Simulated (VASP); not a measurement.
Here is a VASP 6.6.1 calculation.

INCAR

```
SYSTEM = SnSe
PREC = Accurate
ENCUT = 400
EDIFF = 1E-8
ISMEAR = -1
SIGMA = 0.02
LREAL = .FALSE.
LASPH = .TRUE.
NELM = 120
ALGO = Normal
ISIF = 2
LWAVE = .FALSE.
LCHARG = .FALSE.
GGA = PE
LEFG = .TRUE.
NBANDS = 17
GGA_COMPAT = .FALSE.
```

KPOINTS

```
Automatic mesh
0
G
  9 9 9
  0 0 0
```

File POSCAR:

```
SnSe
1.0
    0.0301000000      3.0250500000      3.0250500000
    3.0250500000      0.0301000000      3.0250500000
    3.0250500000      3.0250500000      0.0301000000
Sn Se
1 1
Direct
    0.0000000000      0.0000000000      0.0000000000
    0.5000000000      0.5000000000      0.5000000000
```

Potentials or basis: VASP PAW PBE potentials, release 64 (Sn_d, Se).

The run is started by

```sh
$ cat potpaw_PBE.64/Sn_d/POTCAR potpaw_PBE.64/Se/POTCAR > POTCAR
$ mpirun -np 1 vasp_std > vasp.out
```

Q: Predict the pressure.

A: 1.0 GPa.

Q: Predict the band gap on the k mesh.

A: 0.53 eV, indirect (least direct gap 0.61 eV).

Stress tensor (GPa, compression positive):
```
 1.01 -0.19 -0.19
-0.19  1.01 -0.19
-0.19 -0.19  1.01
```

Caveat: the cell differs from its parent crystal (equal xy, yz and zx shear strains of +1 %); without QUAD_EFG the Cq values of the log hold for a quadrupole moment of 1 mb, not for the nuclei; spin-orbit coupling is left out, which moves the levels of the heavy elements. A k mesh can miss the band edges.
